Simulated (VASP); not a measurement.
Set up this calculation in VASP 6.6.1, as the native input.

| Quantity | Value |
| --- | --- |
| Task | single point |
| Functional | PBEsol |
| Potentials or basis | VASP PAW PBE potentials, release 64 (Zn, S) |
| Cutoff | 520 eV |
| k mesh | 12 × 12 × 4 |
| Occupations | fermi-dirac, width 0.02 eV |
| Spin | no spin polarisation |
| Dipole correction | no |
| Further INCAR settings | ALGO = Normal; EDIFF = 1e-07; NBANDS = 26 |

The structure of ZnS lies in POSCAR:

```
ZnS
1.0
    3.7821397529      0.0000000000      0.0000000000
   -1.8910698764      3.2754291066      0.0000000000
    0.0000000000      0.0000000000      6.2075689763
Zn S
2 2
Direct
    0.3333333333      0.6666666667      0.0054119680
    0.6666666667      0.3333333333      0.5054119680
    0.3333333333      0.6666666667      0.3795880320
    0.6666666667      0.3333333333      0.8795880320
```

The input as run:

INCAR

```
ALGO     = Normal         # electronic algorithm
EDIFF    = 1E-7           # SCF threshold, eV
ENCUT    = 520            # plane-wave cutoff, eV
GGA      = PS             # functional
ISIF     = 2              # what is computed and relaxed
ISMEAR   = -1             # smearing method
LASPH    = T              # aspherical terms in the spheres
LCHARG   = F              # write CHGCAR
LREAL    = F              # projectors in reciprocal space
LWAVE    = F              # write WAVECAR
NBANDS   = 26             # bands
NELM     = 60             # most SCF steps
PREC     = Accurate       # precision mode
SIGMA    = 0.02           # smearing width, eV
```

KPOINTS

```
k-points
0
Gamma
  12 12 4
```

Potentials or basis: VASP PAW PBE potentials, release 64 (Zn, S).

Run with:

```sh
$ cat potpaw_PBE.64/Zn/POTCAR potpaw_PBE.64/S/POTCAR > POTCAR
$ mpirun -np 1 vasp_std > vasp.out
```

Results of the run:

```yaml
Pressure: 0.2 GPa
Band_gap_on_the_k_mesh: 2.16 eV
```

Caveat: the PAW data sets were made with another functional, which shifts forces and pressure a little.

Wall time 90 s on 1 thread of Intel(R) Xeon(R) Platinum 8488C (Sapphire Rapids), on a shared host, peak memory 0.24 GiB.
